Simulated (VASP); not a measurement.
# Si4Ru: relaxation of cell and atoms with PBE

Si4Ru:

```
Si Ru
1.0
     3.36063   -3.57498    0.00000
     3.36063    3.57498    0.00000
     0.00000    0.00000    2.99015
Si Ru
4 1
Direct
  0.27967 0.27967 0.00000
  0.18155 0.81845 0.50000
  0.81845 0.18155 0.50000
  0.72033 0.72033 0.00000
  0.00000 0.00000 0.00000
```

* Program: VASP 6.6.1
* Task: relaxation of cell and atoms
* Functional: PBE
* Potentials or basis: VASP PAW PBE potentials, release 64 (Si, Ru_pv)
* Cutoff: 600 eV
* k mesh: 4 × 4 × 6
* Occupations: gaussian, width 0.1 eV
* Spin: no spin polarisation
* Dipole correction: no
* Further INCAR settings: ALGO = Normal; EDIFF = 1e-07; IBRION = 2; EDIFFG = -0.04; NSW = 90; ISIF = 3

```yaml
Relaxed_volume: 15.69 Å³/atom
Relaxed_cell: a = 5.136 Å, b = 5.136 Å, c = 2.975 Å, α = 90.00°, β = 90.00°, γ = 89.36°
Space_group_after_relaxing_to_0.05_Å: Cmmm (No. 65)
Energy_gained_by_relaxing: 2578.7 meV/atom
Ionic_steps: 20
Pressure_after_relaxing: -0.1 GPa
Largest_force_after_relaxing: 0.004 eV/Å
Band_gap_on_the_k_mesh: zero (band 15 reaches 10.53 eV, above the bottom of band 16 at 7.70 eV)
```

Forces in eV/Å, atoms in the order of the input:
```
Si  -0.004  0.000  0.000
Si   0.000 -0.001  0.000
Si   0.000  0.001  0.000
Si   0.004  0.000  0.000
Ru   0.000  0.000  0.000
```

Stress tensor (GPa, compression positive):
```
-0.14  0.00  0.00
 0.00 -0.01  0.00
 0.00  0.00 -0.10
```

Step by step:
| step | energy change (eV) | largest force (eV/Å) | pressure (GPa) | volume (Å³) |
| --- | --- | --- | --- | --- |
| 1 | 0.0000 | 15.1732 | 91.55 | 71.85 |
| 2 | -1.1479 | 1.4224 | -9.73 | 194.62 |
| 3 | -2.9524 | 0.6461 | -12.97 | 171.94 |
| 4 | -4.8912 | 0.7410 | -15.96 | 152.21 |
| 5 | -10.4909 | 0.4777 | -16.58 | 107.13 |
| 6 | -11.1275 | 3.4455 | 1.62 | 88.34 |
| 7 | -11.3105 | 2.1299 | -8.13 | 94.99 |
| 8 | -11.3224 | 2.3994 | -6.31 | 93.46 |
| 9 | -11.3204 | 2.4854 | -5.72 | 92.99 |
| 10 | -12.0774 | 2.1165 | -3.78 | 86.24 |
| 11 | -12.4113 | 1.0478 | 1.97 | 79.68 |
| 12 | -12.7498 | 1.1085 | 2.96 | 77.28 |
| 13 | -12.7591 | 1.2779 | 3.52 | 76.79 |
| 14 | -12.8781 | 0.1865 | -1.37 | 79.48 |
| 15 | -12.8786 | 0.2016 | -1.12 | 79.31 |
| 16 | -12.8868 | 0.2154 | 0.09 | 78.53 |
| 17 | -12.8876 | 0.2393 | 0.62 | 78.21 |
| 18 | -12.8925 | 0.1023 | 0.28 | 78.32 |
| 19 | -12.8933 | 0.0337 | 0.07 | 78.38 |
| 20 | -12.8937 | 0.0040 | -0.09 | 78.47 |

Final structure:
```xyz
5
Lattice="3.6518 -3.6111 0.0000 3.6518 3.6111 0.0000 0.0000 0.0000 2.9753" Properties=species:S:1:pos:R:3 pbc="T T T"
Si    2.3871    0.0000    2.9753
Si    3.6518    1.6948    1.4876
Si    3.6518   -1.6948    1.4876
Si    4.9165    0.0000    0.0000
Ru    0.0000    0.0000    0.0000
```

Levels at points of the mesh, in eV from the Fermi level:
| k point | band 13 | band 14 | band 15 | band 16 | band 17 | band 18 |
| --- | --- | --- | --- | --- | --- | --- |
| (0.00, 0.00, 0.00) | -0.91 | -0.50 | -0.07 | 1.81 | 2.48 | 3.04 |
| (0.50, 0.00, 0.00) | -1.21 | -0.92 | -0.56 | 2.69 | 3.47 | 4.45 |
| (0.50, 0.50, 0.00) | -0.52 | -0.12 | 1.80 | 2.43 | 2.47 | 2.66 |
| (0.00, 0.00, 0.50) | -2.43 | -1.76 | -1.34 | -1.03 | 1.65 | 1.92 |
| (0.50, 0.00, 0.50) | -1.32 | -0.65 | -0.40 | 0.06 | 0.38 | 1.09 |
| (0.50, 0.50, 0.50) | -1.91 | -1.61 | -0.87 | 2.03 | 2.86 | 2.99 |

Run time: 5.5 min on 1 thread of Intel(R) Xeon(R) 6975P-C (Granite Rapids), with other jobs on the host, peak memory 0.22 GiB.
